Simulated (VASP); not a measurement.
Input of a VASP 6.6.1 run:

Contents of POSCAR:

```
GaN
1.0
    0.0000000000      2.2489525415      2.2377077788
    2.2489525415      0.0000000000      2.2377077788
    2.2489525415      2.2489525415      0.0000000000
Ga N
1 1
Direct
    0.0000000000      0.0000000000      0.0000000000
    0.2500000000      0.2500000000      0.2500000000
```

The input INCAR.step1:

```
SYSTEM = GaN
ALGO     = Normal         ! electronic algorithm
EDIFF    = 1E-4           ! SCF threshold, eV
ENCUT    = 520            ! plane-wave cutoff, eV
GGA      = PE             ! functional
ISMEAR   = 0              ! smearing method
LASPH    = .True.         ! aspherical terms in the spheres
LCHARG   = .False.        ! write CHGCAR
LREAL    = .False.        ! projectors in reciprocal space
LWAVE    = .True.         ! write WAVECAR
NBANDS   = 16             ! bands
NELM     = 100            ! most SCF steps
PREC     = Accurate       ! precision mode
SIGMA    = 0.01           ! smearing width, eV
```

Contents of INCAR.step2:

```
SYSTEM = GaN
ALGO     = Normal         ! electronic algorithm
EDIFF    = 1E-6           ! SCF threshold, eV
ENCUT    = 520            ! plane-wave cutoff, eV
ISIF     = 2              ! what is computed and relaxed
ISMEAR   = 0              ! smearing method
ISTART   = 1            
LASPH    = .True.         ! aspherical terms in the spheres
LCHARG   = .False.        ! write CHGCAR
LMIXTAU  = .True.       
LREAL    = .False.        ! projectors in reciprocal space
LWAVE    = .False.        ! write WAVECAR
METAGGA  = R2SCAN         ! meta-GGA
NBANDS   = 16             ! bands
NELM     = 100            ! most SCF steps
PREC     = Accurate       ! precision mode
SIGMA    = 0.01           ! smearing width, eV
```

Contents of KPOINTS:

```
k-points
0
Gamma
  10 10 10
  0 0 0
```

Potentials or basis: VASP PAW PBE potentials, release 64 (Ga_d, N).

Launch:

```sh
$ cat potpaw_PBE.64/Ga_d/POTCAR potpaw_PBE.64/N/POTCAR > POTCAR
$ cp INCAR.step1 INCAR
$ mpirun -np 1 vasp_std > vasp.out
$ cp INCAR.step2 INCAR
$ mpirun -np 1 vasp_std > vasp.out
```

Problem. What does it give for the band gap on the k mesh?

Solution. 2.18 eV, direct.

Problem. Predict the pressure.

Solution. 2.1 GPa.

Stress tensor (GPa, compression positive):
```
1.86 0.00 0.00
0.00 1.86 0.00
0.00 0.00 2.51
```

Caveat: the cell differs from its parent crystal (uniaxial z strain -0.5%); the PAW data sets were made with another functional, which shifts forces and pressure a little.
